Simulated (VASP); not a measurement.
# Fe7Co (Im-3m) in VASP: single point with PBEsol

Aim: the single point of Fe7Co with PBEsol.

Everything below comes from runs of VASP 6.6.1. Logs are shortened: lines on timing, memory, paths and dates and some standing lists are left out, and cuts for length are marked.

**1. The cell of the first run**

It takes space group Im-3m (No. 229, cubic). The conventional cell has a = 5.590 Å, b = 5.590 Å, c = 5.590 Å, α = 90.00°, β = 90.00°, γ = 90.00°. Within 3.2 Å of Fe (site symmetry 4/mmm) lie 12 Fe at 2.42 to 2.79 Å and 2 Co at 2.79 Å. Within 3.2 Å of Fe (site symmetry -3m) lie 12 Fe at 2.42 to 2.79 Å and 2 Co at 2.42 Å. Within 3.2 Å of Co (site symmetry m-3m) lie 14 Fe at 2.42 to 2.79 Å.

**2. Single point, PBEsol, collinear spin, ferromagnetic start**

File INCAR:

```
SYSTEM = Fe7Co
PREC = Accurate
ENCUT = 520
EDIFF = 1E-6
ISMEAR = 0
SIGMA = 0.15
LREAL = .FALSE.
LASPH = .TRUE.
NELM = 150
ALGO = Normal
ISIF = 2
LWAVE = .FALSE.
LCHARG = .TRUE.
ISPIN = 2
MAGMOM = 2.39 2.39 2.39 2.6 2.6 2.6 2.6 1.98
LORBIT = 11
LMAXMIX = 4
GGA = PS
LELF = .TRUE.
LVHAR = .TRUE.
NBANDS = 46
```

File KPOINTS:

```
Automatic mesh
0
G
  8 8 8
  0 0 0
```

File POSCAR:

```
Fe7Co
1.0
   -2.7947730941      2.7947730941      2.7947730941
    2.7947730941     -2.7947730941      2.7947730941
    2.7947730941      2.7947730941     -2.7947730941
Fe Co
7 1
Direct
    0.0000000000      0.5000000000      0.5000000000
    0.5000000000      0.5000000000      0.0000000000
    0.5000000000      0.0000000000      0.5000000000
    0.0000000000      0.0000000000      0.5000000000
    0.0000000000      0.5000000000      0.0000000000
    0.5000000000      0.0000000000      0.0000000000
    0.5000000000      0.5000000000      0.5000000000
    0.0000000000      0.0000000000      0.0000000000
```

Potentials or basis: VASP PAW PBE potentials, release 64 (Fe, Co).

Launch:

```console
> cat potpaw_PBE.64/Fe/POTCAR potpaw_PBE.64/Co/POTCAR > POTCAR
> mpirun -np 1 vasp_std > vasp.out
```

OUTCAR:

```text
SYSTEM = Fe7Co
   PREC = Accurate
   ENCUT = 520
   EDIFF = 1E-6
   ISMEAR = 0
   LREAL = .FALSE.
   LASPH = .TRUE.
   NELM = 150
   ISIF = 2
   ISPIN = 2
   LORBIT = 11
   GGA = PS

 ion  position               nearest neighbor table
   1  0.000  0.500  0.500-   4 2.42   5 2.42   6 2.42   7 2.42   5 2.42   4 2.42   7 2.42   6 2.42
                             3 2.79   8 2.79   8 2.79   2 2.79   3 2.79   2 2.79
   2  0.500  0.500  0.000-   4 2.42   5 2.42   6 2.42   7 2.42   7 2.42   6 2.42   5 2.42   4 2.42
                             3 2.79   3 2.79   8 2.79   1 2.79   8 2.79   1 2.79
   3  0.500  0.000  0.500-   4 2.42   5 2.42   6 2.42   7 2.42   6 2.42   7 2.42   4 2.42   5 2.42
                             2 2.79   2 2.79   8 2.79   8 2.79   1 2.79   1 2.79
   4  0.000  0.000  0.500-   1 2.42   2 2.42   3 2.42   8 2.42   8 2.42   1 2.42   3 2.42   2 2.42
                             7 2.79   5 2.79   5 2.79   6 2.79   7 2.79   6 2.79
   5  0.000  0.500  0.000-   1 2.42   2 2.42   3 2.42   8 2.42   1 2.42   8 2.42   2 2.42   3 2.42
                             7 2.79   4 2.79   4 2.79   7 2.79   6 2.79   6 2.79
   6  0.500  0.000  0.000-   1 2.42   2 2.42   3 2.42   8 2.42   3 2.42   2 2.42   8 2.42   1 2.42
                             7 2.79   7 2.79   4 2.79   4 2.79   5 2.79   5 2.79
   7  0.500  0.500  0.500-   1 2.42   2 2.42   3 2.42   8 2.42   2 2.42   3 2.42   1 2.42   8 2.42
                             6 2.79   6 2.79   4 2.79   5 2.79   4 2.79   5 2.79
   8  0.000  0.000  0.000-   4 2.42   5 2.42   6 2.42   7 2.42   4 2.42   5 2.42   6 2.42   7 2.42
                             3 2.79   1 2.79   1 2.79   3 2.79   2 2.79   2 2.79

  LATTYP: Found a body centered cubic cell.
 ALAT       =     5.5895461882

  Lattice vectors:

 A1 = (  -2.7947730941,   2.7947730941,   2.7947730941)
 A2 = (   2.7947730941,  -2.7947730941,   2.7947730941)
 A3 = (   2.7947730941,   2.7947730941,  -2.7947730941)

Analysis of symmetry for initial positions (statically):
=====================================================================
 Subroutine PRICEL returns:
 Original cell was already a primitive cell.

 Routine SETGRP: Setting up the symmetry group for a
 body centered cubic supercell.

 Subroutine GETGRP returns: Found 48 space group operations
 (whereof 48 operations were pure point group operations)
 out of a pool of 48 trial point group operations.

The static configuration has the point symmetry O_h .

Analysis of symmetry for dynamics (positions and initial velocities):
=====================================================================
 Subroutine PRICEL returns:
 Original cell was already a primitive cell.

 Routine SETGRP: Setting up the symmetry group for a
 body centered cubic supercell.

 Subroutine GETGRP returns: Found 48 space group operations
 (whereof 48 operations were pure point group operations)
 out of a pool of 48 trial point group operations.

The dynamic configuration has the point symmetry O_h .

Analysis of structural, dynamic, and magnetic symmetry:
=====================================================================
 Subroutine PRICEL returns:
 Original cell was already a primitive cell.

 Routine SETGRP: Setting up the symmetry group for a
 body centered cubic supercell.

 Subroutine GETGRP returns: Found 48 space group operations
 (whereof 48 operations were pure point group operations)
 out of a pool of 48 trial point group operations.

The overall configuration has the point symmetry O_h .

 Subroutine INISYM returns: Found 48 space group operations
 (whereof 48 operations are pure point group operations),
 and found     1 'primitive' translations

----------------------------------------------------------------------------------------

                                     Primitive cell

  volume of cell :      87.3172

  direct lattice vectors                    reciprocal lattice vectors
    -2.794773094  2.794773094  2.794773094     0.000000000  0.178905401  0.178905401
     2.794773094 -2.794773094  2.794773094     0.178905401  0.000000000  0.178905401
     2.794773094  2.794773094 -2.794773094     0.178905401  0.178905401  0.000000000

  length of vectors
     4.840688995  4.840688995  4.840688995     0.253010444  0.253010444  0.253010444

  position of ions in fractional coordinates (direct lattice)
     0.000000000  0.500000000  0.500000000
     0.500000000  0.500000000  0.000000000
     0.500000000  0.000000000  0.500000000
     0.000000000  0.000000000  0.500000000
     0.000000000  0.500000000  0.000000000
     0.500000000  0.000000000  0.000000000
     0.500000000  0.500000000  0.500000000
     0.000000000  0.000000000  0.000000000

  ion indices of the primitive-cell ions
   primitive index   ion index
                 1           1
                 2           2
                 3           3
                 4           4
                 5           5
                 6           6
                 7           7
                 8           8

----------------------------------------------------------------------------------------

 KPOINTS: Automatic mesh

Automatic generation of k-mesh.
 Grid dimensions read from file:
 generate k-points for:    8    8    8

 Generating k-lattice:

  Cartesian coordinates                     Fractional coordinates (reciprocal lattice)
     0.000000000  0.022363175  0.022363175     0.125000000  0.000000000  0.000000000
     0.022363175  0.000000000  0.022363175     0.000000000  0.125000000  0.000000000
     0.022363175  0.022363175  0.000000000     0.000000000  0.000000000  0.125000000

  Length of vectors
     0.031626305  0.031626305  0.031626305

  Shift w.r.t. Gamma in fractional coordinates (k-lattice)
     0.000000000  0.000000000  0.000000000

 Subroutine IBZKPT returns following result:
 ===========================================

 Found     29 irreducible k-points:

 Following reciprocal coordinates:
            Coordinates               Weight
  0.000000  0.000000  0.000000      1.000000
  0.125000  0.000000  0.000000     12.000000
  0.250000  0.000000  0.000000     12.000000
  0.375000  0.000000  0.000000     12.000000
  0.500000  0.000000  0.000000      6.000000
  0.125000  0.125000  0.000000     24.000000
[... 16 lines left out ...]
 -0.250000  0.250000  0.250000      6.000000
 -0.375000  0.375000  0.250000     24.000000
 [... further k-points ...]
   k-points           NKPTS =     29   k-points in BZ     NKDIM =     29   number of bands    NBANDS=     46
   number of dos      NEDOS =    301   number of ions     NIONS =      8
   total plane-waves  NPLWV =  46656
   dimension x,y,z NGX =    36 NGY =   36 NGZ =   36
   dimension x,y,z NGXF=    72 NGYF=   72 NGZF=   72
   ions per type =               7   1
   NGX,Y,Z   is equivalent  to a cutoff of  12.36, 12.36, 12.36 a.u.
   NGXF,Y,Z  is equivalent  to a cutoff of  24.73, 24.73, 24.73 a.u.
 SYSTEM =  Fe7Co
   PREC   = accura    normal or accurate (medium, high low for compatibility)
   ISTART =      0    job   : 0-new  1-cont  2-samecut
   ICHARG =      2    charge: 1-file 2-atom 10-const
   ISPIN  =      2    spin polarized calculation?
   LNONCOLLINEAR =      F non collinear calculations
   LSORBIT =      F    spin-orbit coupling
   LASPH  =      T    aspherical Exc in radial PAW
   ENCUT  =  520.0 eV  38.22 Ry    6.18 a.u.   9.00  9.00  9.00*2*pi/ulx,y,z
   NELM   =    150;   NELMIN=  2; NELMDL= -5     # of ELM steps
   EDIFF  = 0.1E-05   stopping-criterion for ELM
   LREAL  =      F    real-space projection
   EDIFFG = 0.1E-04   stopping-criterion for IOM
   NSW    =      0    number of steps for IOM
   IBRION =     -1    ionic relax: 0-MD 1-quasi-New 2-CG
   NFREE  =      0    steps in history (QN), initial steepest desc. (CG)
   ISIF   =      2    stress and relaxation
   ISYM   =      2    0-nonsym 1-usesym 2-fastsym
   POTIM  = 0.5000    time-step for ionic-motion
   TEBEG  =    0.0;   TEEND  =   0.0 temperature during run
   PSTRESS=    0.0 pullay stress
   NELECT =      65.0000    total number of electrons
   NUPDOWN=      -1.0000    fix difference up-down
   EMIN   =  10.00;   EMAX   =-10.00  energy-range for DOS
   EFERMI =   0.00;   METHOD = LEGACY
   ISMEAR =     0;   SIGMA  =   0.15  broadening in eV -4-tet -1-fermi 0-gaus
   EFERMI_NEDOS =   21; number of points for ismear=-14 and -15
   IALGO  =     38    algorithm
   IMIX   =      4    mixing-type and parameters
     AMIX     =   0.40;   BMIX     =  1.00
     AMIX_MAG =   1.60;   BMIX_MAG =  1.00
  volume/ion in A,a.u.               =      10.91        73.66
  Fermi-wavevector in a.u.,A,eV,Ry     =   1.483700  2.803786 29.951394  2.201365
  Thomas-Fermi vector in A             =   2.597329
   LORBIT       =     11    0 simple, 1 ext, 2 COOP (PROOUT), +10 PAW based schemes
   GGA     = PS    functional components
   LHFCALC =     F    Hartree Fock is set to
   AEXX    =    0.0000 exact exchange contribution
   IVDW    =     0    specifies the selected vdW correction
   LEPSILON=     F    determine dielectric tensor
   LRPA    =     F    only Hartree local field effects (RPA)
 spin polarized calculation
 Gauss-broadening in eV      SIGMA  =   0.15
  energy-cutoff  :      520.00
  volume of cell :       87.32
 maximum number of plane-waves:      2382
   NGX = 19   NGY = 19   NGZ = 19

 number of electron      65.0000037 magnetization      17.6915850

 Free energy of the ion-electron system (eV)
  ---------------------------------------------------
  ext. energy  EPLUGINS =         0.00000000
  ---------------------------------------------------
  free energy    TOTEN  =       -70.25456445 eV

  energy without entropy =      -70.17186621  energy(sigma->0) =      -70.21321533

 E-fermi :   6.6549     XC(G=0): -13.5067

 val. band max:        6.6521806239   @ k =   0.5000   0.5000   0.3750
 cond. band min:       6.6591206725   @ k =   0.3750   0.0000   0.0000
 fundamental gap:      0.0069400486
 Fermi energy:         6.6548575885

 spin component 1

 k-point     1 :       0.0000    0.0000    0.0000
  band No.  band energies     occupation
      1      -2.2231      1.00000
      2       1.3033      1.00000
      3       1.3662      1.00000
      4       1.3662      1.00000
      5       1.3994      1.00000
      6       1.3994      1.00000
[... 36 lines left out ...]
     43       7.0139      0.00036
     44       7.0139      0.00036
[... 1040 lines left out ...]
      4       1.8152      1.00000
      5       2.0283      1.00000
      6       2.1292      1.00000
[... 36 lines left out ...]
     43       7.1203      0.00001
     44       7.1462      0.00000

 [... further k-points ...]

 spin component 2

 k-point     1 :       0.0000    0.0000    0.0000
  band No.  band energies     occupation
      1      -1.9511      1.00000
      2       2.6388      1.00000
      3       2.6924      1.00000
      4       2.6925      1.00000
      5       2.6925      1.00000
      6       2.7128      1.00000
[... 36 lines left out ...]
     43       9.2154      0.00000
     44       9.2154      0.00000
[... 1040 lines left out ...]
      4       2.6901      1.00000
      5       3.1538      1.00000
      6       3.5949      1.00000
[... 36 lines left out ...]
     43       9.1924      0.00000
     44       9.3181      0.00000

 [... further k-points ...]

 [bands above 44 left out]

------------------------ aborting loop because EDIFF is reached ----------------------------------------

  FORCE on cell =-STRESS in cart. coord.  units (eV):
  Direction    XX          YY          ZZ          XY          YZ          ZX
  --------------------------------------------------------------------------------------
  -------------------------------------------------------------------------------------
  Total        0.1003213      0.1003213      0.1003213      0.0000000      0.0000000      0.0000000
  in kB        1.8407898      1.8407898      1.8407898      0.0000000      0.0000000      0.0000000
  external PRESSURE =       1.8407898 kB  Pullay stress =       0.0000000 kB

 VOLUME and BASIS-vectors are now :
 -----------------------------------------------------------------------------
  energy-cutoff  :      520.00
  volume of cell :       87.32
      direct lattice vectors                 reciprocal lattice vectors
    -2.794773094  2.794773094  2.794773094     0.000000000  0.178905401  0.178905401
     2.794773094 -2.794773094  2.794773094     0.178905401  0.000000000  0.178905401
     2.794773094  2.794773094 -2.794773094     0.178905401  0.178905401  0.000000000

 POSITION                                       TOTAL-FORCE (eV/Angst)
 -----------------------------------------------------------------------------------
      2.79477      0.00000      0.00000         0.000000     -0.000000      0.000000
      0.00000      0.00000      2.79477        -0.000000     -0.000000     -0.000000
      0.00000      2.79477      0.00000         0.000000     -0.000000      0.000000
      1.39739      1.39739     -1.39739         0.000000      0.000000      0.000000
      1.39739     -1.39739      1.39739        -0.000000     -0.000000     -0.000000
     -1.39739      1.39739      1.39739        -0.000000      0.000000      0.000000
      1.39739      1.39739      1.39739        -0.000000      0.000000     -0.000000
      0.00000      0.00000      0.00000        -0.000000      0.000000     -0.000000
 -----------------------------------------------------------------------------------
    total drift:                                0.000000      0.000000      0.000000

  FREE ENERGIE OF THE ION-ELECTRON SYSTEM (eV)
  ---------------------------------------------------
  free  energy   TOTEN  =       -70.2545644534 eV

  energy  without entropy=      -70.1718662133  energy(sigma->0) =      -70.21321533

 total charge

# of ion       s       p       d       tot
------------------------------------------
    1        0.506   0.574   6.287   7.366
    2        0.506   0.574   6.287   7.366
    3        0.506   0.574   6.287   7.366
    4        0.505   0.579   6.252   7.336
    5        0.505   0.579   6.252   7.336
    6        0.505   0.579   6.252   7.336
    7        0.505   0.579   6.252   7.336
    8        0.506   0.572   7.248   8.326
--------------------------------------------------
tot          4.043   4.608  51.116  59.767

 magnetization (x)

# of ion       s       p       d       tot
------------------------------------------
    1       -0.011  -0.046   2.222   2.165
    2       -0.011  -0.046   2.222   2.165
    3       -0.011  -0.046   2.222   2.165
    4       -0.011  -0.047   2.398   2.341
    5       -0.011  -0.047   2.398   2.341
    6       -0.011  -0.047   2.398   2.341
    7       -0.011  -0.047   2.398   2.341
    8       -0.021  -0.059   1.791   1.711
--------------------------------------------------
tot         -0.097  -0.387  18.052  17.568
```

Run time: 9 min. Hardware: 1 thread of Intel Xeon 8259CL, shared host; peak memory 0.35 GiB.

What came out:

```yaml
Free_energy: -70.2546 eV
Pressure: 0.2 GPa
Net_moment: 17.69 μB per cell
Site_moments: Fe +2.17, +2.34 (each value once); Co +1.71 μB
Valence_electrons_inside_the_program's_atomic_spheres: Fe 7.37, 7.34 (each value once); Co 8.33
```

Caveat: the highest band is partly filled, so the run has too few bands; the PAW data sets were made with another functional, which shifts forces and pressure a little.
